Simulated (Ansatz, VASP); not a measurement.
**BP in VASP and in Ansatz**

```xyz
2
Lattice="0.0000 2.2452 2.2452 2.2452 0.0000 2.2452 2.2452 2.2452 0.0000" Properties=species:S:1:pos:R:3 pbc="T T T"
B     0.0000    0.0000    0.0000
P     1.1226    1.1226    1.1226
```

Alike in both runs: task single point; functional LDA; k mesh 10 × 10 × 10; occupations gaussian, width 0.02 eV; no spin polarisation.

|  | VASP | Ansatz |
| --- | --- | --- |
| version | VASP 6.6.1 | Ansatz 0.2.0 |
| potentials or method | VASP PAW LDA potentials, release 64 (B, P), cutoff 500 eV | scalar-relativistic, plane waves, PAW |
| valence electrons in the cell | 8 | 8 |

Ansatz gave:

```
gap on the k mesh at the Fermi level (eV) : 1.15
least direct gap on the mesh (eV)         : 3.43
pressure (GPa)                            : 0.0
```

Q: Which values does VASP return?

A: gap on the k mesh at the Fermi level (eV): 1.15; least direct gap on the mesh (eV): 3.43; pressure (GPa): -0.1.

LDA's correlation is that of Perdew and Zunger in VASP and of Perdew and Wang (1992) in Ansatz.
